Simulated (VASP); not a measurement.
# Si12H4O in VASP: single point with PBE

Aim: the single point of Si12H4O with PBE.

Everything below comes from runs of VASP 6.6.1. Logs are shortened: lines on timing, memory, paths and dates and some standing lists are left out, and cuts for length are marked.

## 1. The cell of the first run

The cell holds a slab with vacuum, 34 atoms: a = 7.681 Å, b = 7.681 Å, c = 24.055 Å, α = 90.00°, β = 90.00°, γ = 60.00°.

## 2. Single point, PBE

INCAR reads:

```
PREC = Accurate
ENCUT = 520
EDIFF = 1E-6
ISMEAR = 0
SIGMA = 0.02
LREAL = Auto
LASPH = T
NELM = 60
ALGO = Normal
ISIF = 2
LWAVE = F
LCHARG = F
GGA = PE
NBANDS = 81
```

KPOINTS reads:

```
Automatic mesh
0
Gamma
  4 4 1
```

POSCAR reads:

```
Si12H4O
1.0
    7.6805938572      0.0000000000      0.0000000000
    3.8402969286      6.6515893965      0.0000000000
    0.0000000000      0.0000000000     24.0550759519
H Si O
8 24 2
Direct
   -0.0641675311      0.1121285970      0.7229739120
   -0.0029509064      0.4376463085      0.7098555093
    0.5070480154      0.0080610969      0.7079388169
    0.5092514034      0.4918866730      0.7116482412
    0.0000000000      0.0000000000      0.2909988733
    0.0000000000      0.5000000000      0.2909988733
    0.5000000000      0.0000000000      0.2909988733
    0.5000000000      0.5000000000      0.2909988733
   -0.0505414162      0.0217374497      0.6670348946
   -0.0066386079      0.4457674744      0.6474839090
    0.5273381115     -0.0024469329      0.6456482401
    0.4853269167      0.5106562737      0.6494591577
    0.2065880052      0.1390702738      0.6088853691
    0.1533200837      0.6243519226      0.6244051142
    0.6639679178      0.1876395399      0.6133820728
    0.6648248811      0.6619584380      0.6152004340
    0.1760225565      0.1629531338      0.5127595701
    0.1570336889      0.6696618534      0.5233721890
    0.6708911883      0.1681924198      0.5159725598
    0.6647106533      0.6650412530      0.5171913789
    0.3345971545      0.3404472211      0.4842512111
    0.3310779202      0.8264302885      0.4844047641
    0.8383430095      0.3330676465      0.4834320338
    0.8313750528      0.8326507367      0.4845085418
    0.3333333333      0.3333333333      0.3859433804
    0.3333333333      0.8333333333      0.3859433804
    0.8333333333      0.3333333333      0.3859433804
    0.8333333333      0.8333333333      0.3859433804
    0.0000000000      0.0000000000      0.3533557748
    0.0000000000      0.5000000000      0.3533557748
    0.5000000000      0.0000000000      0.3533557748
    0.5000000000      0.5000000000      0.3533557748
    0.1578585254     -0.0361977789      0.6328178688
   -0.0055566886     -0.2105852880      0.6729045335
```

Potentials or basis: VASP PAW PBE potentials, release 64 (H, Si, O).

Run with:

```bash
$ cat potpaw_PBE.64/H/POTCAR potpaw_PBE.64/Si/POTCAR potpaw_PBE.64/O/POTCAR > POTCAR
$ mpirun -np 1 vasp_std > vasp.out
```

OUTCAR:

```text
PREC = Accurate
   ENCUT = 520
   EDIFF = 1E-6
   ISMEAR = 0
   LREAL = Auto
   LASPH = T
   NELM = 60
   ISIF = 2
   GGA = PE

 ion  position               nearest neighbor table
   1  0.936  0.112  0.723-   9 1.49
   2  0.997  0.438  0.710-  10 1.50
   3  0.507  0.008  0.708-  11 1.50
   4  0.509  0.492  0.712-  12 1.51
   5  0.000  0.000  0.291-  29 1.50
   6  0.000  0.500  0.291-  30 1.50
   7  0.500  0.000  0.291-  31 1.50
   8  0.500  0.500  0.291-  32 1.50
   9  0.949  0.022  0.667-   1 1.49  34 1.65  33 1.65  15 2.30  14 2.84  13 2.91
  10  0.993  0.446  0.647-   2 1.50  13 2.29  14 2.32  16 2.35
  11  0.527  0.998  0.646-   3 1.50  13 2.31  15 2.32  16 2.36
  12  0.485  0.511  0.649-   4 1.51  15 2.32  14 2.32  16 2.35
  13  0.207  0.139  0.609-  33 1.67  10 2.29  11 2.31  17 2.32   9 2.91
  14  0.153  0.624  0.624-  34 1.71  10 2.32  12 2.32  18 2.46   9 2.84
  15  0.664  0.188  0.613-   9 2.30  11 2.32  12 2.32  19 2.35
  16  0.665  0.662  0.615-  12 2.35  10 2.35  20 2.36  11 2.36
  17  0.176  0.163  0.513-  13 2.32  21 2.34  22 2.34  23 2.35
  18  0.157  0.670  0.523-  24 2.36  21 2.39  22 2.39  14 2.46
  19  0.671  0.168  0.516-  23 2.35  15 2.35  24 2.36  21 2.36
  20  0.665  0.665  0.517-  23 2.35  22 2.36  16 2.36  24 2.36
[... 10 lines left out ...]
  31  0.500  0.000  0.353-   7 1.50  28 2.35  25 2.35  26 2.35
  32  0.500  0.500  0.353-   8 1.50  27 2.35  26 2.35  25 2.35
  33  0.158  0.964  0.633-   9 1.65  13 1.67
  34  0.994  0.789  0.673-   9 1.65  14 1.71

  LATTYP: Found a hexagonal cell.
 ALAT       =     7.6805938572
 C/A-ratio  =     3.1319291710

  Lattice vectors:

 A1 = (  -3.8402969286,  -6.6515893965,   0.0000000000)
 A2 = (   7.6805938572,   0.0000000000,   0.0000000000)
 A3 = (   0.0000000000,   0.0000000000,  24.0550759519)

Analysis of symmetry for initial positions (statically):
=====================================================================
 Subroutine PRICEL returns:
 Original cell was already a primitive cell.

 Routine SETGRP: Setting up the symmetry group for a
 hexagonal supercell.

 Subroutine GETGRP returns: Found  1 space group operations
 (whereof  1 operations were pure point group operations)
 out of a pool of 24 trial point group operations.

The static configuration has the point symmetry C_1 .

Analysis of symmetry for dynamics (positions and initial velocities):
=====================================================================
 Subroutine PRICEL returns:
 Original cell was already a primitive cell.

 Routine SETGRP: Setting up the symmetry group for a
 hexagonal supercell.

 Subroutine GETGRP returns: Found  1 space group operations
 (whereof  1 operations were pure point group operations)
 out of a pool of 24 trial point group operations.

The dynamic configuration has the point symmetry C_1 .

 Subroutine INISYM returns: Found  1 space group operations
 (whereof  1 operations are pure point group operations),
 and found     1 'primitive' translations

----------------------------------------------------------------------------------------

                                     Primitive cell

  volume of cell :    1228.9295

  direct lattice vectors                    reciprocal lattice vectors
     7.680593857  0.000000000  0.000000000     0.130198266 -0.075170004  0.000000000
     3.840296929  6.651589397  0.000000000     0.000000000  0.150340008  0.000000000
     0.000000000  0.000000000 24.055075952     0.000000000  0.000000000  0.041571268

  length of vectors
     7.680593857  7.680593857 24.055075952     0.150340008  0.150340008  0.041571268

  position of ions in fractional coordinates (direct lattice)
     0.935832469  0.112128597  0.722973912
     0.997049094  0.437646308  0.709855509
     0.507048015  0.008061097  0.707938817
     0.509251403  0.491886673  0.711648241
     0.000000000  0.000000000  0.290998873
     0.000000000  0.500000000  0.290998873
[... 26 lines left out ...]
     0.157858525  0.963802221  0.632817869
     0.994443311  0.789414712  0.672904534

  ion indices of the primitive-cell ions
   primitive index   ion index
                 1           1
                 2           2
                 3           3
                 4           4
                 5           5
                 6           6
[... 26 lines left out ...]
                33          33
                34          34

----------------------------------------------------------------------------------------

 KPOINTS: Automatic mesh

Automatic generation of k-mesh.
 Grid dimensions read from file:
 generate k-points for:    4    4    1

 Generating k-lattice:

  Cartesian coordinates                     Fractional coordinates (reciprocal lattice)
     0.032549566 -0.018792501  0.000000000     0.250000000  0.000000000  0.000000000
     0.000000000  0.037585002  0.000000000     0.000000000  0.250000000  0.000000000
     0.000000000  0.000000000  0.041571268     0.000000000  0.000000000  1.000000000

  Length of vectors
     0.037585002  0.037585002  0.041571268

  Shift w.r.t. Gamma in fractional coordinates (k-lattice)
     0.000000000  0.000000000  0.000000000

 Subroutine IBZKPT returns following result:
 ===========================================

 Found     10 irreducible k-points:

 Following reciprocal coordinates:
            Coordinates               Weight
  0.000000  0.000000  0.000000      1.000000
  0.250000  0.000000  0.000000      2.000000
  0.250000  0.250000  0.000000      2.000000
  0.000000  0.250000  0.000000      2.000000
  0.500000  0.000000  0.000000      1.000000
  0.500000  0.500000  0.000000      1.000000
  0.000000  0.500000  0.000000      1.000000
  0.500000  0.250000  0.000000      2.000000
  0.250000  0.500000  0.000000      2.000000
 -0.250000  0.250000  0.000000      2.000000
   k-points           NKPTS =     10   k-points in BZ     NKDIM =     10   number of bands    NBANDS=     81
   number of dos      NEDOS =    301   number of ions     NIONS =     34
   total plane-waves  NPLWV = 648000
   dimension x,y,z NGX =    60 NGY =   60 NGZ =  180
   dimension x,y,z NGXF=   120 NGYF=  120 NGZF=  360
   ions per type =               8  24   2
   NGX,Y,Z   is equivalent  to a cutoff of  12.99, 12.99, 12.44 a.u.
   NGXF,Y,Z  is equivalent  to a cutoff of  25.97, 25.97, 24.88 a.u.
 SYSTEM =  unknown system
   PREC   = accura    normal or accurate (medium, high low for compatibility)
   ISTART =      0    job   : 0-new  1-cont  2-samecut
   ICHARG =      2    charge: 1-file 2-atom 10-const
   ISPIN  =      1    spin polarized calculation?
   LNONCOLLINEAR =      F non collinear calculations
   LSORBIT =      F    spin-orbit coupling
   LASPH  =      T    aspherical Exc in radial PAW
   ENCUT  =  520.0 eV  38.22 Ry    6.18 a.u.  14.28 14.28 44.73*2*pi/ulx,y,z
   NELM   =     60;   NELMIN=  2; NELMDL= -5     # of ELM steps
   EDIFF  = 0.1E-05   stopping-criterion for ELM
   LREAL  =      T    real-space projection
   EDIFFG = 0.1E-04   stopping-criterion for IOM
   NSW    =      0    number of steps for IOM
   IBRION =     -1    ionic relax: 0-MD 1-quasi-New 2-CG
   NFREE  =      0    steps in history (QN), initial steepest desc. (CG)
   ISIF   =      2    stress and relaxation
   ISYM   =      2    0-nonsym 1-usesym 2-fastsym
   POTIM  = 0.5000    time-step for ionic-motion
   TEBEG  =    0.0;   TEEND  =   0.0 temperature during run
   PSTRESS=    0.0 pullay stress
   NELECT =     116.0000    total number of electrons
   NUPDOWN=      -1.0000    fix difference up-down
   EMIN   =  10.00;   EMAX   =-10.00  energy-range for DOS
   EFERMI =   0.00;   METHOD = LEGACY
   ISMEAR =     0;   SIGMA  =   0.02  broadening in eV -4-tet -1-fermi 0-gaus
   EFERMI_NEDOS =   21; number of points for ismear=-14 and -15
   IALGO  =     38    algorithm
   IMIX   =      4    mixing-type and parameters
     AMIX     =   0.40;   BMIX     =  1.00
     AMIX_MAG =   1.60;   BMIX_MAG =  1.00
  volume/ion in A,a.u.               =      36.14       243.92
  Fermi-wavevector in a.u.,A,eV,Ry     =   0.745393  1.408588  7.559538  0.555610
  Thomas-Fermi vector in A             =   1.840969
   LORBIT       =      0    0 simple, 1 ext, 2 COOP (PROOUT), +10 PAW based schemes
   GGA     = PE    functional components
   LHFCALC =     F    Hartree Fock is set to
   AEXX    =    0.0000 exact exchange contribution
   IVDW    =     0    specifies the selected vdW correction
   LEPSILON=     F    determine dielectric tensor
   LRPA    =     F    only Hartree local field effects (RPA)
 non-spin polarized calculation
 Gauss-broadening in eV      SIGMA  =   0.02
  energy-cutoff  :      520.00
  volume of cell :     1228.93
 maximum number of plane-waves:     33143
 NGX is ok and might be reduce to    60
   NGX = 29   NGY = 29   NGZ = 89

 number of electron     116.0000003 magnetization

 Free energy of the ion-electron system (eV)
  ---------------------------------------------------
  ext. energy  EPLUGINS =         0.00000000
  ---------------------------------------------------
  free energy    TOTEN  =      -172.17637980 eV

  energy without entropy =     -172.17637980  energy(sigma->0) =     -172.17637980

 E-fermi :  -0.5192     XC(G=0):  -4.5877

 val. band max:       -0.6135933512   @ k =   0.0000   0.0000   0.0000
 cond. band min:       0.6596556540   @ k =   0.0000   0.0000   0.0000
 fundamental gap:      1.2732490052
 Fermi energy:        -0.5191557182

 k-point     1 :       0.0000    0.0000    0.0000
  band No.  band energies     occupation
      1     -21.3164      2.00000
      2     -20.3116      2.00000
      3     -11.9910      2.00000
      4     -11.2771      2.00000
      5     -10.5703      2.00000
      6     -10.4006      2.00000
[... 62 lines left out ...]
     69       1.6454      0.00000
     70       1.7825      0.00000

 k-point     2 :       0.2500    0.0000    0.0000
  band No.  band energies     occupation
      1     -21.3159      2.00000
      2     -20.3121      2.00000
      3     -11.8278      2.00000
      4     -11.1977      2.00000
      5     -10.7050      2.00000
      6     -10.3690      2.00000
[... 573 lines left out ...]
     69       2.5543      0.00000
     70       2.6328      0.00000

 k-point    10 :      -0.2500    0.2500    0.0000
  band No.  band energies     occupation
      1     -21.3150      2.00000
      2     -20.3134      2.00000
      3     -11.5328      2.00000
      4     -11.0756      2.00000
      5     -10.8698      2.00000
      6     -10.6814      2.00000
[... 62 lines left out ...]
     69       2.5656      0.00000
     70       2.7233      0.00000
 [bands above 70 left out]

------------------------ aborting loop because EDIFF is reached ----------------------------------------

  FORCE on cell =-STRESS in cart. coord.  units (eV):
  Direction    XX          YY          ZZ          XY          YZ          ZX
  --------------------------------------------------------------------------------------
  -------------------------------------------------------------------------------------
  Total       12.0000028     12.9049418     -0.3181981      2.3064437      0.0157165     -0.1145083
  in kB       15.6446180     16.8244031     -0.4148405      3.0069518      0.0204899     -0.1492865
  external PRESSURE =      10.6847269 kB  Pullay stress =       0.0000000 kB

 VOLUME and BASIS-vectors are now :
 -----------------------------------------------------------------------------
  energy-cutoff  :      520.00
  volume of cell :     1228.93
      direct lattice vectors                 reciprocal lattice vectors
     7.680593857  0.000000000  0.000000000     0.130198266 -0.075170004  0.000000000
     3.840296929  6.651589397  0.000000000     0.000000000  0.150340008  0.000000000
     0.000000000  0.000000000 24.055075952     0.000000000  0.000000000  0.041571268

 POSITION                                       TOTAL-FORCE (eV/Angst)
 -----------------------------------------------------------------------------------
      7.61836      0.74583     17.39119        -0.004019     -0.005425     -0.017790
      9.33862      2.91104     17.07563        -0.001369     -0.000584     -0.011684
      3.92539      0.05362     17.02952         0.001090     -0.000762     -0.011425
      5.80034      3.27183     17.11875        -0.001174      0.001422     -0.010851
      0.00000      0.00000      7.00000        -0.008401     -0.000623     -0.056305
      1.92015      3.32579      7.00000         0.015274      0.005466     -0.056734
[... 26 lines left out ...]
      4.91373      6.41082     15.22248         0.014397     -0.038750     -0.010502
     10.66950      5.25086     16.18677        -0.035664     -0.034386      0.021417
 -----------------------------------------------------------------------------------
    total drift:                                0.006529      0.000469      0.000104

  FREE ENERGIE OF THE ION-ELECTRON SYSTEM (eV)
  ---------------------------------------------------
  free  energy   TOTEN  =      -172.1763798028 eV

  energy  without entropy=     -172.1763798028  energy(sigma->0) =     -172.17637980
```

Wall time 81 min (1 thread of Oxide Virtual Turin-like, shared host); peak memory 1.5 GiB.

Results:

```yaml
Free_energy: -172.1764 eV
Largest_force: 0.277 eV/Å
Band_gap_on_the_k_mesh: 1.27 eV
```

Forces in eV/Å, atoms in the order of the input:
```
H   -0.004 -0.005 -0.018
H   -0.001 -0.001 -0.012
H    0.001 -0.001 -0.011
H   -0.001  0.001 -0.011
H   -0.008 -0.001 -0.056
H    0.015  0.005 -0.057
H   -0.023  0.011 -0.041
H    0.023 -0.018 -0.068
Si  -0.039  0.083  0.051
Si   0.004  0.005  0.010
Si  -0.001  0.002  0.005
Si   0.001 -0.001  0.004
Si   0.046  0.035 -0.026
Si   0.013 -0.041 -0.028
Si   0.000 -0.005  0.005
Si   0.001  0.000  0.000
Si   0.001  0.001  0.002
Si   0.000  0.000 -0.004
Si   0.001  0.000  0.001
Si   0.002  0.000 -0.001
Si  -0.003 -0.003  0.002
Si   0.002  0.002  0.001
Si  -0.001 -0.001  0.000
Si   0.002  0.001  0.001
Si   0.103  0.190 -0.074
Si  -0.153 -0.198 -0.035
Si   0.016  0.032 -0.221
Si   0.032 -0.025 -0.018
Si   0.016  0.009  0.144
Si  -0.026 -0.016  0.129
Si   0.030 -0.013  0.275
Si  -0.026  0.022  0.042
O    0.014 -0.039 -0.011
O   -0.036 -0.034  0.021
```

Caveat: there is no dipole correction, which matters where the two faces differ.
